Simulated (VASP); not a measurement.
Write the native input for VASP 6.6.1 that does the following.

- Task: single point
- Functional: revPBE
- Potentials or basis: VASP PAW PBE potentials, release 64 (Pd)
- Cutoff: 520 eV
- k mesh: 16 × 16 × 16
- Occupations: fermi-dirac, width 0.05 eV
- Spin: collinear spin, ferromagnetic start
- Starting moments: [0.5] μB
- Dipole correction: no
- Further INCAR settings: ALGO = Normal; EDIFF = 1e-07; NBANDS = 15

The structure of Pd lies in POSCAR:

```
Pd
1.0
   -1.6212910592      1.6212910592      1.6212910592
    1.6212910592     -1.6212910592      1.6212910592
    1.6212910592      1.6212910592     -1.6212910592
Pd
1
Direct
    0.0000000000      0.0000000000      0.0000000000
```

This cell differs from its parent crystal: volume scaled by 1.08.

The input as run:

INCAR

```
SYSTEM = Pd
  ALGO = Normal
  EDIFF = 1E-7
  ENCUT = 520
  GGA = RE
  ISIF = 2
  ISMEAR = -1
  ISPIN = 2
  LASPH = .TRUE.
  LCHARG = .TRUE.
  LELF = .TRUE.
  LMAXMIX = 4
  LORBIT = 11
  LREAL = .FALSE.
  LVHAR = .TRUE.
  LWAVE = .FALSE.
  MAGMOM = 0.5
  NBANDS = 15
  NELM = 150
  PREC = Accurate
  SIGMA = 0.05
```

KPOINTS

```
k-points
0
G
  16 16 16
  0 0 0
```

Potentials or basis: VASP PAW PBE potentials, release 64 (Pd).

The run is started by

```sh
$ cat potpaw_PBE.64/Pd/POTCAR > POTCAR
$ mpirun -np 1 vasp_std > vasp.out
```

It gave:

| Property | Result |
| --- | --- |
| Pressure | -9.5 GPa |
| Band gap on the k mesh | zero (filled and empty bands overlap) |
| Net moment | 0.00 μB per cell |
| Valence electrons inside the program's atomic spheres | Pd 9.20 |

Caveat: the PAW data sets were made with another functional, which shifts forces and pressure a little.

It took 60 s on 1 thread of Intel(R) Xeon(R) Platinum 8488C (Sapphire Rapids) (shared host), peak memory 0.19 GiB.
